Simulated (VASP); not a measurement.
# Si6Ni in VASP: a series of runs

Si6Ni is run at these levels: PBEsol; tasks: single point.

Everything below comes from runs of VASP 6.6.1. Logs are shortened: lines on timing, memory, paths and dates and some standing lists are left out, and cuts for length are marked.

## (1) The cell of the first run

The cell holds a slab with vacuum, 7 atoms: a = 3.842 Å, b = 3.842 Å, c = 26.058 Å, α = 90.00°, β = 90.00°, γ = 120.00°.

## (2) Single point, PBEsol, collinear spin, ferromagnetic start

The input, INCAR:

```
PREC = Accurate ; ENCUT = 520
EDIFF = 1E-7 ; ISMEAR = 0
SIGMA = 0.05 ; LREAL = False
LASPH = True ; NELM = 150
ALGO = Normal ; ISIF = 2
LWAVE = False ; LCHARG = False
ISPIN = 2 ; MAGMOM = 0 0 0 0 0 0 2
LORBIT = 11 ; LMAXMIX = 4
LDIPOL = True ; IDIPOL = 3
DIPOL = 0.5 0.5 0.493 ; GGA = PS
NBANDS = 30
```

The input, KPOINTS:

```
Automatic mesh
0
Gamma
  9 9 1
```

The input, POSCAR:

```
Si6Ni
1.0
    3.8417168286      0.0000000000      0.0000000000
   -1.9208584143      3.3270243677      0.0000000000
    0.0000000000      0.0000000000     26.0576844747
Si Ni
6 1
Direct
    0.3333333333      0.6666666667      0.3261993601
    0.0000000000      0.0000000000      0.3562936366
    0.0000000000      0.0000000000      0.4465764664
    0.6666666667      0.3333333333      0.4764427905
    0.6666666667      0.3333333333      0.5670429837
    0.3333333333      0.6666666667      0.5969830839
    0.3333333333      0.6666666667      0.6793699826
```

Potentials or basis: VASP PAW PBE potentials, release 64 (Si, Ni).

Run with:

```console
$ cat potpaw_PBE.64/Si/POTCAR potpaw_PBE.64/Ni/POTCAR > POTCAR
$ mpirun -np 1 vasp_std > vasp.out
```

OUTCAR:

```text
PREC = Accurate
   ENCUT = 520
   EDIFF = 1E-7
   ISMEAR = 0
   LREAL = False
   LASPH = True
   NELM = 150
   ISIF = 2
   ISPIN = 2
   LORBIT = 11
   GGA = PS

 ion  position               nearest neighbor table
   1  0.333  0.667  0.326-   2 2.35   2 2.35   2 2.35
   2  0.000  0.000  0.356-   1 2.35   1 2.35   1 2.35   3 2.35
   3  0.000  0.000  0.447-   4 2.35   4 2.35   4 2.35   2 2.35
   4  0.667  0.333  0.476-   3 2.35   3 2.35   3 2.35   5 2.36
   5  0.667  0.333  0.567-   6 2.35   6 2.35   6 2.35   4 2.36
   6  0.333  0.667  0.597-   7 2.15   5 2.35   5 2.35   5 2.35
   7  0.333  0.667  0.679-   6 2.15

  LATTYP: Found a hexagonal cell.
 ALAT       =     3.8417168286
 C/A-ratio  =     6.7828227944

  Lattice vectors:

 A1 = (   3.8417168286,   0.0000000000,   0.0000000000)
 A2 = (  -1.9208584143,   3.3270243677,   0.0000000000)
 A3 = (   0.0000000000,   0.0000000000,  26.0576844747)

Analysis of symmetry for initial positions (statically):
=====================================================================
 Subroutine PRICEL returns:
 Original cell was already a primitive cell.

 Routine SETGRP: Setting up the symmetry group for a
 hexagonal supercell.

 Subroutine GETGRP returns: Found  6 space group operations
 (whereof  6 operations were pure point group operations)
 out of a pool of 24 trial point group operations.

The static configuration has the point symmetry C_3v.

Analysis of symmetry for dynamics (positions and initial velocities):
=====================================================================
 Subroutine PRICEL returns:
 Original cell was already a primitive cell.

 Routine SETGRP: Setting up the symmetry group for a
 hexagonal supercell.

 Subroutine GETGRP returns: Found  6 space group operations
 (whereof  6 operations were pure point group operations)
 out of a pool of 24 trial point group operations.

The dynamic configuration has the point symmetry C_3v.

Analysis of structural, dynamic, and magnetic symmetry:
=====================================================================
 Subroutine PRICEL returns:
 Original cell was already a primitive cell.

 Routine SETGRP: Setting up the symmetry group for a
 hexagonal supercell.

 Subroutine GETGRP returns: Found  6 space group operations
 (whereof  6 operations were pure point group operations)
 out of a pool of 24 trial point group operations.

The overall configuration has the point symmetry C_3v.

[... 142 lines left out ...]
  ext. energy  EPLUGINS =         0.00000000
  ---------------------------------------------------
  free energy    TOTEN  =       -36.01384673 eV

  energy without entropy =      -36.00063773  energy(sigma->0) =      -36.00724223

 E-fermi :  -0.2376     XC(G=0):  -4.6652

 val. band max:       -0.2467548692   @ k =   0.2222   0.1111   0.0000
 cond. band min:      -0.2364701293   @ k =   0.3333   0.1111   0.0000
 fundamental gap:      0.0102847399
 Fermi energy:        -0.2376049118

 spin component 1

 k-point     1 :       0.0000    0.0000    0.0000
  band No.  band energies     occupation
      1     -11.8549      1.00000
      2     -11.0044      1.00000
      3     -10.1441      1.00000
      4      -6.3043      1.00000
      5      -4.3825      1.00000
      6      -2.2210      1.00000
[... 373 lines left out ...]
     28       5.9413      0.00000
     29       6.0192      0.00000
 Fermi energy:        -0.2376049118

 spin component 2

 k-point     1 :       0.0000    0.0000    0.0000
  band No.  band energies     occupation
      1     -11.8404      1.00000
      2     -10.9817      1.00000
      3     -10.1255      1.00000
      4      -6.2818      1.00000
      5      -4.3349      1.00000
      6      -2.1601      1.00000
[... 373 lines left out ...]
     28       5.9546      0.00000
     29       6.0286      0.00000
 [bands above 29 left out]

------------------------ aborting loop because EDIFF is reached ----------------------------------------

 vacuum level on the upper side and lower side of the slab       (xc-potential included)        -0.559         0.425

  FORCE on cell =-STRESS in cart. coord.  units (eV):
  Direction    XX          YY          ZZ          XY          YZ          ZX
  --------------------------------------------------------------------------------------
  -------------------------------------------------------------------------------------
  Total       -1.8084943     -1.8084943     -0.4125947     -0.0000000      0.0000000      0.0000000
  in kB       -8.6998260     -8.6998260     -1.9848014     -0.0000000      0.0000000      0.0000000
  external PRESSURE =      -6.4614845 kB  Pullay stress =       0.0000000 kB

 VOLUME and BASIS-vectors are now :
 -----------------------------------------------------------------------------
  energy-cutoff  :      520.00
  volume of cell :      333.06
      direct lattice vectors                 reciprocal lattice vectors
     3.841716829  0.000000000  0.000000000     0.260300289  0.150284442  0.000000000
    -1.920858414  3.327024368  0.000000000     0.000000000  0.300568884  0.000000000
     0.000000000  0.000000000 26.057684475     0.000000000  0.000000000  0.038376395

 POSITION                                       TOTAL-FORCE (eV/Angst)
 -----------------------------------------------------------------------------------
     -0.00000      2.21802      8.50000         0.000000     -0.000000      0.703912
      0.00000      0.00000      9.28419         0.000000     -0.000000     -0.827598
      0.00000      0.00000     11.63675         0.000000     -0.000000      0.161499
      1.92086      1.10901     12.41500         0.000000      0.000000     -0.057596
      1.92086      1.10901     14.77583         0.000000      0.000000      0.042259
     -0.00000      2.21802     15.55600         0.000000     -0.000000      0.041217
     -0.00000      2.21802     17.70281        -0.000000     -0.000000     -0.063693
 -----------------------------------------------------------------------------------
    total drift:                               -0.000000     -0.000000      0.001617

  FREE ENERGIE OF THE ION-ELECTRON SYSTEM (eV)
  ---------------------------------------------------
  free  energy   TOTEN  =       -36.0138467330 eV

  energy  without entropy=      -36.0006377313  energy(sigma->0) =      -36.00724223

 vacuum level on the upper side and lower side of the slab         3.399         4.414

 total charge

# of ion       s       p       d       tot
------------------------------------------
    1        0.804   0.844   0.000   1.648
    2        0.757   0.918   0.000   1.675
    3        0.767   0.905   0.000   1.672
    4        0.762   0.927   0.000   1.689
    5        0.766   0.915   0.000   1.681
    6        0.770   0.912   0.000   1.682
    7        0.459   0.106   8.439   9.004
--------------------------------------------------
tot          5.086   5.525   8.439  19.050

 magnetization (x)

# of ion       s       p       d       tot
------------------------------------------
    1        0.002   0.014   0.000   0.017
    2       -0.000   0.002   0.000   0.002
    3        0.000   0.004   0.000   0.004
    4       -0.000   0.004   0.000   0.004
    5       -0.001   0.009   0.000   0.007
    6       -0.001   0.008   0.000   0.007
    7        0.042  -0.002   0.699   0.740
--------------------------------------------------
tot          0.041   0.040   0.699   0.780
```

OSZICAR:

```text
N       E                     dE             d eps       ncg     rms          rms(c)
DAV:   1     0.154495620889E+03    0.15450E+03   -0.11398E+04  1440   0.867E+02
DAV:   2    -0.243299546657E+02   -0.17883E+03   -0.16435E+03  1754   0.173E+02
DAV:   3    -0.399158564664E+02   -0.15586E+02   -0.15124E+02  1820   0.546E+01
[... 46 lines left out ...]
DAV:  50    -0.360138447968E+02   -0.63835E-05   -0.30705E-07  1656   0.465E-03    0.397E-04
DAV:  51    -0.360138446202E+02    0.17652E-06   -0.61112E-08  1372   0.183E-03    0.318E-03
DAV:  52    -0.360138457663E+02   -0.11461E-05   -0.37656E-08  1448   0.182E-03    0.910E-04
DAV:  53    -0.360138463783E+02   -0.61196E-06   -0.15320E-08  1446   0.373E-04    0.178E-03
DAV:  54    -0.360138466366E+02   -0.25829E-06   -0.58952E-09  1402   0.552E-04    0.466E-04
DAV:  55    -0.360138467330E+02   -0.96439E-07   -0.29494E-09  1424   0.245E-04
   1 F= -.36013847E+02 E0= -.36007242E+02  d E =-.132090E-01  mag=     0.8648
```

stdout:

```text
POSCAR found type information on POSCAR SiNi
 POSCAR found :  2 types and       7 ions
 scaLAPACK will be used
 -----------------------------------------------------------------------------
|                                                                             |
|                                                                             |
|     You enforced a specific xc type in the INCAR file but a different       |
|     I HOPE YOU KNOW WHAT YOU ARE DOING!                                     |
|                                                                             |
 -----------------------------------------------------------------------------

 LDA part: xc-table for (Slater+PW92), standard interpolation
 POSCAR, INCAR and KPOINTS ok, starting setup
 FFT: planning ... GRIDC
 FFT: planning ... GRID_SOFT
 FFT: planning ... GRID
 WAVECAR not read
 entering main loop
```

Run time: 29 min. Hardware: 1 thread of Oxide Virtual Turin-like, shared host; peak memory 0.63 GiB.

Results:

- Free energy: -36.0138 eV
- Largest force: 0.828 eV/Å
- Net moment: 0.86 μB per cell
- Site moments: Si +0.02, +0.00, +0.01 (each value once); Ni +0.74 μB
- Valence electrons inside the program's atomic spheres: Si 1.65, 1.68, 1.67, 1.69 (each value once); Ni 9.00

Forces on the atoms (eV/Å):
```
Si   0.000  0.000  0.704
Si   0.000  0.000 -0.828
Si   0.000  0.000  0.161
Si   0.000  0.000 -0.058
Si   0.000  0.000  0.042
Si   0.000  0.000  0.041
Ni   0.000  0.000 -0.064
```

Levels at points of the mesh, in eV from the Fermi level:
Spin up:
| k point | band 14 | band 15 | band 16 | band 17 | band 18 | band 19 | band 20 | band 21 |
| --- | --- | --- | --- | --- | --- | --- | --- | --- |
| (0.00, 0.00, 0.00) | -0.30 | -0.30 | 0.03 | 0.09 | 0.09 | 1.19 | 1.75 | 2.64 |
Spin down:
```tsv
k point	band 14	band 15	band 16	band 17	band 18	band 19
(0.00, 0.00, 0.00)	-0.19	-0.19	0.13	0.21	0.21	1.24
```

Caveat: the PAW data sets were made with another functional, which shifts forces and pressure a little.

## (3) Single point, PBEsol, collinear spin, ferromagnetic start

The input, INCAR:

```
SYSTEM = Si6Ni
PREC     = Accurate       ! precision mode
ENCUT    = 520            ! plane-wave cutoff, eV
EDIFF    = 1E-7           ! SCF threshold, eV
ISMEAR   = 0              ! smearing method
SIGMA    = 0.05           ! smearing width, eV
LREAL    = .False.        ! projectors in reciprocal space
LASPH    = .True.         ! aspherical terms in the spheres
NELM     = 150            ! most SCF steps
ALGO     = Normal         ! electronic algorithm
ISIF     = 2              ! what is computed and relaxed
LWAVE    = .False.        ! write WAVECAR
LCHARG   = .False.        ! write CHGCAR
ISPIN    = 2              ! spin polarisation
MAGMOM   = 0 0 0 0 0 0 2  ! initial moments
LORBIT   = 11             ! projections on sites
LMAXMIX  = 4              ! l up to which the mixer works
LDIPOL   = .True.       
IDIPOL   = 3            
DIPOL    = 0.5 0.5 0.483
GGA      = PS             ! functional
NBANDS   = 30             ! bands
```

The input, KPOINTS:

```
Automatic mesh
0
Gamma
  9 9 1
  0 0 0
```

The input, POSCAR:

```
Si6Ni
1.0
    3.8417168286      0.0000000000      0.0000000000
   -1.9208584143      3.3270243677      0.0000000000
    0.0000000000      0.0000000000     26.0576844747
Si Ni
6 1
Direct
    0.3333333333      0.6666666667      0.3261993601
    0.0000000000      0.0000000000      0.3562936366
    0.0000000000      0.0000000000      0.4465764664
    0.6666666667      0.3333333333      0.4757348465
    0.6666666667      0.3333333333      0.5671146494
    0.3333333333      0.6666666667      0.6152839728
    0.0000000000      0.0000000000      0.5968436033
```

Potentials or basis: VASP PAW PBE potentials, release 64 (Si, Ni).

Run with:

```console
$ cat potpaw_PBE.64/Si/POTCAR potpaw_PBE.64/Ni/POTCAR > POTCAR
$ mpirun -np 1 vasp_std > vasp.out
```

OUTCAR:

```text
SYSTEM = Si6Ni
   PREC = Accurate
   ENCUT = 520
   EDIFF = 1E-7
   ISMEAR = 0
   LREAL = .False.
   LASPH = .True.
   NELM = 150
   ISIF = 2
   ISPIN = 2
   LORBIT = 11
   GGA = PS

 ion  position               nearest neighbor table
   1  0.333  0.667  0.326-   2 2.35   2 2.35   2 2.35
   2  0.000  0.000  0.356-   1 2.35   1 2.35   1 2.35   3 2.35
   3  0.000  0.000  0.447-   4 2.34   4 2.34   4 2.34   2 2.35
   4  0.667  0.333  0.476-   3 2.34   3 2.34   3 2.34   5 2.38
   5  0.667  0.333  0.567-   7 2.35   7 2.35   7 2.35   4 2.38   6 2.55   6 2.55   6 2.55
   6  0.333  0.667  0.615-   7 2.27   7 2.27   7 2.27   5 2.55   5 2.55   5 2.55
   7  0.000  0.000  0.597-   6 2.27   6 2.27   6 2.27   5 2.35   5 2.35   5 2.35

  LATTYP: Found a hexagonal cell.
[... 1008 lines left out ...]
      1.92086      1.10901     12.39655        -0.000000     -0.000000      0.005746
      1.92086      1.10901     14.77769         0.000000     -0.000000      0.045625
     -0.00000      2.21802     16.03288         0.000000      0.000000     -0.026319
      0.00000      0.00000     15.55236         0.000000     -0.000000     -0.028058
 -----------------------------------------------------------------------------------
    total drift:                               -0.000000      0.000000     -0.000119

  FREE ENERGIE OF THE ION-ELECTRON SYSTEM (eV)
  ---------------------------------------------------
  free  energy   TOTEN  =       -39.1672934732 eV

  energy  without entropy=      -39.1635296308  energy(sigma->0) =      -39.16541155

 vacuum level on the upper side and lower side of the slab         4.403         3.898

 total charge

# of ion       s       p       d       tot
------------------------------------------
    1        0.804   0.842   0.000   1.646
    2        0.759   0.916   0.000   1.675
    3        0.767   0.907   0.000   1.673
    4        0.767   0.923   0.000   1.690
    5        0.744   0.864   0.000   1.608
    6        0.794   0.824   0.000   1.617
    7        0.542   0.619   8.471   9.632
--------------------------------------------------
tot          5.176   5.894   8.471  19.541

 magnetization (x)

# of ion       s       p       d       tot
------------------------------------------
    1       -0.000  -0.000   0.000  -0.000
    2       -0.000  -0.000   0.000  -0.000
    3       -0.000  -0.000   0.000  -0.000
    4       -0.000  -0.000   0.000  -0.000
    5       -0.000  -0.000   0.000  -0.000
    6       -0.000  -0.000   0.000  -0.000
    7       -0.000   0.000  -0.000  -0.000
--------------------------------------------------
tot         -0.000  -0.000  -0.000  -0.000
```

It took 25 min on 1 thread of Oxide Virtual Turin-like, shared host; peak memory 0.6 GiB.

What came out:

```yaml
Free_energy: -39.1673 eV
Largest_force: 0.918 eV/Å
Band_gap_on_the_k_mesh: zero (filled and empty bands overlap)
Net_moment: 0.00 μB per cell
Valence_electrons_inside_the_program's_atomic_spheres: Si 1.65, 1.68, 1.67, 1.69, 1.61, 1.62; Ni 9.63
```

Forces in eV/Å, atoms in the order of the input:
```
Si   0.000  0.000  0.713
Si   0.000  0.000 -0.918
Si   0.000  0.000  0.207
Si   0.000  0.000  0.006
Si   0.000  0.000  0.046
Si   0.000  0.000 -0.026
Ni   0.000  0.000 -0.028
```

Caveat: the moments typed at the start vanished in this run; the PAW data sets were made with another functional, which shifts forces and pressure a little.

The gap in the log of VASP goes by the Fermi energy; the results here count the filled bands.